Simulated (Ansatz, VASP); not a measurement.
PbO: VASP beside Ansatz

File INCAR:

```
PREC = Accurate
ENCUT = 600
EDIFF = 1E-6
ISMEAR = 0
SIGMA = 0.1
LREAL = F
LASPH = T
NELM = 80
ALGO = Normal
ISIF = 3
LWAVE = F
LCHARG = F
GGA = PE
IBRION = 2
NSW = 90
EDIFFG = -0.04
```

The input KPOINTS:

```
regular mesh
0
Gamma
  4 4 4
```

File POSCAR:

```
PbO
1.0
   -3.9212169700      3.9212169700      2.7727170600
    3.9212169700     -3.9212169700      2.7727170600
    3.9212169700      3.9212169700     -2.7727170600
Pb O
4 4
Direct
    0.2500001200      0.1250000000      0.6250001200
    0.4999998800      0.6250000000      0.3749998800
    0.8750000000      0.5000001200      0.1250001200
    0.3750000000      0.7499998800      0.8749998800
    0.8750000000      0.7499998800      0.3749998800
    0.3750000000      0.5000001200      0.6250001200
    0.2500001200      0.6250000000      0.1250001200
    0.4999998800      0.1250000000      0.8749998800
```

Input for Ansatz:

```yaml
crystal:
  lattice:
    - [-3.92121697, 3.92121697, 2.77271706]
    - [3.92121697, -3.92121697, 2.77271706]
    - [3.92121697, 3.92121697, -2.77271706]
  atoms:
    - { symbol: Pb, position: [0.25000012, 0.125, 0.62500012] }
    - { symbol: Pb, position: [0.49999988, 0.625, 0.37499988] }
    - { symbol: Pb, position: [0.875, 0.50000012, 0.12500012] }
    - { symbol: Pb, position: [0.375, 0.74999988, 0.87499988] }
    - { symbol: O, position: [0.875, 0.74999988, 0.37499988] }
    - { symbol: O, position: [0.375, 0.50000012, 0.62500012] }
    - { symbol: O, position: [0.25000012, 0.625, 0.12500012] }
    - { symbol: O, position: [0.49999988, 0.125, 0.87499988] }
basis:
  ecutwfc: 420
kpoints:
  mp_grid: { grid: [4, 4, 4] }
hamiltonian:
  xc: pbe
scf:
  occupations: { method: gaussian, width: 0.1 }
  lower_state_search: "off"
output:
  forces: true
  stress: true
  eigenvalues: true
relax:
  adjacent_minimum: "off"
  f_tol: 0.04
  max_steps: 70
  cell: { stress_tol: 0.4 }
```

Alike in both runs: task relaxation of cell and atoms; functional PBE; k mesh 4 × 4 × 4; occupations gaussian, width 0.1 eV; no spin polarisation.

|  | VASP | Ansatz |
| --- | --- | --- |
| version | VASP 6.6.1 | Ansatz 0.2.0 |
| potentials or method | VASP PAW PBE potentials, release 64 (Pb_d, O), cutoff 600 eV | scalar-relativistic, plane waves, PAW |
| valence electrons in the cell | 80 | 80 |

```csv
,VASP,Ansatz,Ansatz less VASP
"gap on the k mesh at the Fermi level, each at its own relaxed structure (eV)",0.81,1.51,+0.705
relaxed volume (Å³/atom),35.70,39.93,+4.229
relaxed length of the cell vector where the two differ most in proportion (Å),7.313,8.037,+0.7237
```

One of these differences is far larger than is usual between the two programs; its cause wasn't traced.

Neither program's run includes spin-orbit coupling. Noted on VASP's run: the volume moved by over 15 % at a fixed basis, so the end points are rough.
